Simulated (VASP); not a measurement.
Here is a VASP 6.6.1 calculation.

File INCAR:

```
ALGO = Normal
EDIFF = 1E-6
EDIFFG = -0.005
ENCUT = 600
GGA = PS
IBRION = 2
ISIF = 3
ISMEAR = -1
LASPH = T
LCHARG = F
LREAL = F
LWAVE = F
NELM = 100
NSW = 60
PREC = Accurate
PSTRESS = 690.0
SIGMA = 0.05
```

Contents of KPOINTS:

```
k-points
0
Gamma
  17 17 10
```

POSCAR

```
Si
1.0
    2.4135184041      0.0000000000      0.0000000000
   -1.2067592021      2.0901682505      0.0000000000
    0.0000000000      0.0000000000      3.9098998147
Si
2
Direct
    0.3333333333      0.6666666667      0.2500000000
    0.6666666667      0.3333333333      0.7500000000
```

Potentials or basis: VASP PAW PBE potentials, release 64 (Si).

Run with:

```bash
$ cat potpaw_PBE.64/Si/POTCAR > POTCAR
$ mpirun -np 1 vasp_std > vasp.out
```

(1) Predict the band gap on the k mesh.

(2) Predict the relaxed cell.

## Answers

(1) zero (band 4 reaches 27.76 eV, above the bottom of band 5 at 12.19 eV).

(2) a = 2.390 Å, b = 2.390 Å, c = 4.047 Å, α = 90.00°, β = 90.00°, γ = 120.00°.

Caveat: the cell is relaxed towards a set pressure, so the enthalpy falls and the energy may rise.
